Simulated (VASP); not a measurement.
# HfC (Fm-3m) in VASP: a series of runs, part 3 of 3

VASP 6.6.1. Earlier steps stand in the parts before.

## 4. Single point, LDA (volume scaled by 1.04)

Input file INCAR:

```
PREC = Accurate
ENCUT = 520
EDIFF = 1E-6
ISMEAR = -1
SIGMA = 0.05
LREAL = False
LASPH = True
NELM = 100
ALGO = Normal
ISIF = 2
LWAVE = False
LCHARG = False
GGA = CA
NBANDS = 14
```

Input file KPOINTS:

```
regular mesh
0
Gamma
  12 12 12
```

Input file POSCAR:

```
HfC
1.0
    0.0000000000      2.3555956139      2.3555956139
    2.3555956139      0.0000000000      2.3555956139
    2.3555956139      2.3555956139      0.0000000000
Hf C
1 1
Direct
    0.5000000000      0.5000000000      0.5000000000
    0.0000000000      0.0000000000      0.0000000000
```

Potentials or basis: VASP PAW LDA potentials, release 64 (Hf_pv, C).

On the command line:

```bash
cat potpaw_LDA.64/Hf_pv/POTCAR potpaw_LDA.64/C/POTCAR > POTCAR
mpirun -np 1 vasp_std > vasp.out
```

OUTCAR:

```text
PREC = Accurate
   ENCUT = 520
   EDIFF = 1E-6
   ISMEAR = -1
   LREAL = False
   LASPH = True
   NELM = 100
   ISIF = 2
   GGA = CA

 ion  position               nearest neighbor table
   1  0.500  0.500  0.500-   2 2.36   2 2.36   2 2.36   2 2.36   2 2.36   2 2.36
   2  0.000  0.000  0.000-   1 2.36   1 2.36   1 2.36   1 2.36   1 2.36   1 2.36

  LATTYP: Found a face centered cubic cell.
 ALAT       =     4.7111912278

  Lattice vectors:

 A1 = (   0.0000000000,   2.3555956139,   2.3555956139)
 A2 = (   2.3555956139,   0.0000000000,   2.3555956139)
 A3 = (   2.3555956139,   2.3555956139,   0.0000000000)

Analysis of symmetry for initial positions (statically):
=====================================================================
 Subroutine PRICEL returns:
 Original cell was already a primitive cell.

 Routine SETGRP: Setting up the symmetry group for a
 face centered cubic supercell.

 Subroutine GETGRP returns: Found 48 space group operations
 (whereof 48 operations were pure point group operations)
 out of a pool of 48 trial point group operations.

The static configuration has the point symmetry O_h .

Analysis of symmetry for dynamics (positions and initial velocities):
=====================================================================
 Subroutine PRICEL returns:
 Original cell was already a primitive cell.

 Routine SETGRP: Setting up the symmetry group for a
 face centered cubic supercell.

 Subroutine GETGRP returns: Found 48 space group operations
 (whereof 48 operations were pure point group operations)
 out of a pool of 48 trial point group operations.

The dynamic configuration has the point symmetry O_h .

 Subroutine INISYM returns: Found 48 space group operations
 (whereof 48 operations are pure point group operations),
 and found     1 'primitive' translations

----------------------------------------------------------------------------------------

                                     Primitive cell

  volume of cell :      26.1416

  direct lattice vectors                    reciprocal lattice vectors
     0.000000000  2.355595614  2.355595614    -0.212260541  0.212260541  0.212260541
     2.355595614  0.000000000  2.355595614     0.212260541 -0.212260541  0.212260541
     2.355595614  2.355595614  0.000000000     0.212260541  0.212260541 -0.212260541

  length of vectors
     3.331315265  3.331315265  3.331315265     0.367646042  0.367646042  0.367646042

  position of ions in fractional coordinates (direct lattice)
     0.500000000  0.500000000  0.500000000
     0.000000000  0.000000000  0.000000000

  ion indices of the primitive-cell ions
   primitive index   ion index
                 1           1
                 2           2

----------------------------------------------------------------------------------------

 KPOINTS: regular mesh

Automatic generation of k-mesh.
 Grid dimensions read from file:
 generate k-points for:   12   12   12

 Generating k-lattice:

  Cartesian coordinates                     Fractional coordinates (reciprocal lattice)
[... 39 lines left out ...]
  0.500000  0.166667  0.000000     24.000000
 -0.416667  0.166667  0.000000     24.000000
 [... further k-points ...]
   k-points           NKPTS =     72   k-points in BZ     NKDIM =     72   number of bands    NBANDS=     14
   number of dos      NEDOS =    301   number of ions     NIONS =      2
   total plane-waves  NPLWV =  21952
   dimension x,y,z NGX =    28 NGY =   28 NGZ =   28
   dimension x,y,z NGXF=    56 NGYF=   56 NGZF=   56
   ions per type =               1   1
   NGX,Y,Z   is equivalent  to a cutoff of  13.97, 13.97, 13.97 a.u.
   NGXF,Y,Z  is equivalent  to a cutoff of  27.95, 27.95, 27.95 a.u.
 SYSTEM =  unknown system
   PREC   = accura    normal or accurate (medium, high low for compatibility)
   ISTART =      0    job   : 0-new  1-cont  2-samecut
   ICHARG =      2    charge: 1-file 2-atom 10-const
   ISPIN  =      1    spin polarized calculation?
   LNONCOLLINEAR =      F non collinear calculations
   LSORBIT =      F    spin-orbit coupling
   LASPH  =      T    aspherical Exc in radial PAW
   ENCUT  =  520.0 eV  38.22 Ry    6.18 a.u.   6.19  6.19  6.19*2*pi/ulx,y,z
   NELM   =    100;   NELMIN=  2; NELMDL= -5     # of ELM steps
   EDIFF  = 0.1E-05   stopping-criterion for ELM
   LREAL  =      F    real-space projection
   EDIFFG = 0.1E-04   stopping-criterion for IOM
   NSW    =      0    number of steps for IOM
   IBRION =     -1    ionic relax: 0-MD 1-quasi-New 2-CG
   NFREE  =      0    steps in history (QN), initial steepest desc. (CG)
   ISIF   =      2    stress and relaxation
   ISYM   =      2    0-nonsym 1-usesym 2-fastsym
   POTIM  = 0.5000    time-step for ionic-motion
   TEBEG  =    0.0;   TEEND  =   0.0 temperature during run
   PSTRESS=    0.0 pullay stress
   NELECT =      14.0000    total number of electrons
   NUPDOWN=      -1.0000    fix difference up-down
   EMIN   =  10.00;   EMAX   =-10.00  energy-range for DOS
   EFERMI =   0.00;   METHOD = LEGACY
   ISMEAR =    -1;   SIGMA  =   0.05  broadening in eV -4-tet -1-fermi 0-gaus
   EFERMI_NEDOS =   21; number of points for ismear=-14 and -15
   IALGO  =     38    algorithm
   IMIX   =      4    mixing-type and parameters
     AMIX     =   0.40;   BMIX     =  1.00
     AMIX_MAG =   1.60;   BMIX_MAG =  1.00
  volume/ion in A,a.u.               =      13.07        88.21
  Fermi-wavevector in a.u.,A,eV,Ry     =   1.329454  2.512305 24.047603  1.767449
  Thomas-Fermi vector in A             =   2.458616
   LORBIT       =      0    0 simple, 1 ext, 2 COOP (PROOUT), +10 PAW based schemes
   GGA     = CA    functional components
   LHFCALC =     F    Hartree Fock is set to
   AEXX    =    0.0000 exact exchange contribution
   IVDW    =     0    specifies the selected vdW correction
   LEPSILON=     F    determine dielectric tensor
   LRPA    =     F    only Hartree local field effects (RPA)
 non-spin polarized calculation
  energy-cutoff  :      520.00
  volume of cell :       26.14
 maximum number of plane-waves:       725
 NGX is ok and might be reduce to    28
   NGX = 13   NGY = 13   NGZ = 13

 number of electron      14.0000001 magnetization

 Free energy of the ion-electron system (eV)
  ---------------------------------------------------
  ext. energy  EPLUGINS =         0.00000000
  ---------------------------------------------------
  free energy    TOTEN  =       -22.75414218 eV

  energy without entropy =      -22.75185429  energy(sigma->0) =      -22.75299823

 E-fermi :   5.5549     XC(G=0): -12.2990

 val. band max:        5.4662412687   @ k =   0.0833   0.0000   0.0000
 cond. band min:       5.6100181225   @ k =   0.4167   0.3333   0.0000
 fundamental gap:      0.1437768538
 Fermi energy:         5.5548823957

 k-point     1 :       0.0000    0.0000    0.0000
  band No.  band energies     occupation
      1     -24.0463      2.00000
      2     -24.0463      2.00000
      3     -24.0463      2.00000
      4      -6.4055      2.00000
      5       6.5469      0.00000
      6       6.5469      0.00000
      7       6.5469      0.00000
      8       6.8269      0.00000
      9       6.8269      0.00000
     10       6.8269      0.00000
     11       8.7413      0.00000
     12       8.7413      0.00000
     13      12.0306      0.00000
     14      16.4744      0.00000
[... 377 lines left out ...]
      1     -24.5822      2.00000
      2     -24.2169      2.00000
      3     -24.1306      2.00000
      4      -3.1653      2.00000
      5       0.2806      2.00000
      6       2.8566      2.00000
      7       2.9624      2.00000
      8       9.5504      0.00000
      9      10.2514      0.00000
     10      10.4777      0.00000
     11      13.7974      0.00000
     12      15.1869      0.00000
     13      15.9135      0.00000
     14      18.1103      0.00000

 [... further k-points ...]

------------------------ aborting loop because EDIFF is reached ----------------------------------------

  FORCE on cell =-STRESS in cart. coord.  units (eV):
  Direction    XX          YY          ZZ          XY          YZ          ZX
  --------------------------------------------------------------------------------------
  -------------------------------------------------------------------------------------
  Total       -3.1788578     -3.1788578     -3.1788578      0.0000000      0.0000000      0.0000000
  in kB     -194.8271506   -194.8271506   -194.8271506      0.0000000      0.0000000      0.0000000
  external PRESSURE =    -194.8271506 kB  Pullay stress =       0.0000000 kB

 VOLUME and BASIS-vectors are now :
 -----------------------------------------------------------------------------
  energy-cutoff  :      520.00
  volume of cell :       26.14
      direct lattice vectors                 reciprocal lattice vectors
     0.000000000  2.355595614  2.355595614    -0.212260541  0.212260541  0.212260541
     2.355595614  0.000000000  2.355595614     0.212260541 -0.212260541  0.212260541
     2.355595614  2.355595614  0.000000000     0.212260541  0.212260541 -0.212260541

 POSITION                                       TOTAL-FORCE (eV/Angst)
 -----------------------------------------------------------------------------------
      2.35560      2.35560      2.35560        -0.000000     -0.000000     -0.000000
      0.00000      0.00000      0.00000         0.000000      0.000000      0.000000
 -----------------------------------------------------------------------------------
    total drift:                                0.000000      0.000000      0.000000

  FREE ENERGIE OF THE ION-ELECTRON SYSTEM (eV)
  ---------------------------------------------------
  free  energy   TOTEN  =       -22.7541421789 eV

  energy  without entropy=      -22.7518542876  energy(sigma->0) =      -22.75299823
```

OSZICAR:

```text
N       E                     dE             d eps       ncg     rms          rms(c)
DAV:   1     0.202047522381E+02    0.20205E+02   -0.76240E+03  2024   0.968E+02
DAV:   2    -0.244161087063E+02   -0.44621E+02   -0.41676E+02  2644   0.197E+02
DAV:   3    -0.259703183096E+02   -0.15542E+01   -0.15479E+01  2436   0.263E+01
DAV:   4    -0.259779898873E+02   -0.76716E-02   -0.76711E-02  2438   0.227E+00
DAV:   5    -0.259780426793E+02   -0.52792E-04   -0.52792E-04  2418   0.168E-01    0.541E+01
DAV:   6    -0.228976002037E+02    0.30804E+01   -0.12817E+01  2250   0.182E+01    0.392E+01
DAV:   7    -0.227841810088E+02    0.11342E+00   -0.66152E-01  2526   0.539E+00    0.250E+01
DAV:   8    -0.227653645961E+02    0.18816E-01   -0.13142E-01  2454   0.250E+00    0.752E+00
DAV:   9    -0.227545276120E+02    0.10837E-01   -0.36215E-02  2286   0.106E+00    0.219E+00
DAV:  10    -0.227541488360E+02    0.37878E-03   -0.18601E-03  2522   0.305E-01    0.599E-02
DAV:  11    -0.227541425224E+02    0.63136E-05   -0.10119E-04  2334   0.798E-02    0.544E-02
DAV:  12    -0.227541421789E+02    0.34353E-06   -0.23396E-06  2556   0.121E-02
   1 F= -.22754142E+02 E0= -.22752998E+02  d E =-.228789E-02
```

Run time: 56 s. Hardware: 1 thread of AMD EPYC 7R13, shared host; peak memory 0.13 GiB.

Results:

```
Free energy            : -22.7541 eV
Pressure               : -19.5 GPa
Band gap on the k mesh : zero (band 7 reaches 6.55 eV, above the bottom of band 8 at 5.14 eV)
```

Caveat: spin-orbit coupling is left out, which moves the levels of the heavy elements.

## 5. Single point, LDA (volume scaled by 1.06)

Input file INCAR:

```
SYSTEM = HfC
PREC = Accurate
ENCUT = 520
EDIFF = 1E-7
ISMEAR = -1
SIGMA = 0.05
LREAL = .False.
LASPH = .True.
NELM = 60
ALGO = Normal
ISIF = 2
LWAVE = .False.
LCHARG = .False.
NBANDS = 14
```

Input file KPOINTS:

```
Automatic mesh
0
Gamma
  12 12 12
  0 0 0
```

Input file POSCAR:

```
HfC
1.0
    0.0000000000      2.3705998121      2.3705998121
    2.3705998121      0.0000000000      2.3705998121
    2.3705998121      2.3705998121      0.0000000000
Hf C
1 1
Direct
    0.5000000000      0.5000000000      0.5000000000
    0.0000000000      0.0000000000      0.0000000000
```

On the command line:

```bash
cat potpaw_LDA.64/Hf_pv/POTCAR potpaw_LDA.64/C/POTCAR > POTCAR
mpirun -np 1 vasp_std > vasp.out
```

Run time: 66 s. Hardware: 1 thread of AMD EPYC 7R13, shared host; peak memory 0.13 GiB.

It converged, with:

| Quantity | Value |
| --- | --- |
| Free energy | -22.6879 eV |
| Pressure | -22.8 GPa |
| Band gap on the k mesh | zero (band 7 reaches 6.39 eV, above the bottom of band 8 at 5.00 eV) |

Levels at points of the mesh, in eV from the Fermi level:
```
           k point  band 4  band 5  band 6  band 7  band 8  band 9  band 10  band 11
(0.00, 0.00, 0.00)  -11.86    0.99    0.99    0.99    1.27    1.27     1.27     3.13
(0.50, 0.00, 0.00)   -8.36   -5.87   -2.80   -2.80    4.86    4.86     5.32     6.34
(0.50, 0.50, 0.00)   -9.98   -2.55   -1.65   -0.11   -0.11    4.90     6.15     6.15
```

Caveat: spin-orbit coupling is left out, which moves the levels of the heavy elements.

## 6. Summary

| cell | gap on the mesh (eV) | pressure (GPa) |
| --- | --- | --- |
| a = 3.299 Å, angles 60.0°, 2 atoms | none | -13.7 |
| a = 3.310 Å, angles 60.0°, 2 atoms | none | -15.7 |
| a = 3.331 Å, angles 60.0°, 2 atoms | none | -19.5 |
| a = 3.353 Å, angles 60.0°, 2 atoms | none | -22.8 |

Alike in all rows: task single point; level LDA; potentials or basis VASP PAW LDA potentials, release 64 (Hf_pv, C); no spin polarisation; k mesh 12 × 12 × 12; cutoff (eV) 520; smearing fermi-dirac 0.05 eV.

Caveats: spin-orbit coupling is left out, which moves the levels of the heavy elements.

Total energies depend on the potentials used, so only differences within one code and one set of settings carry meaning.
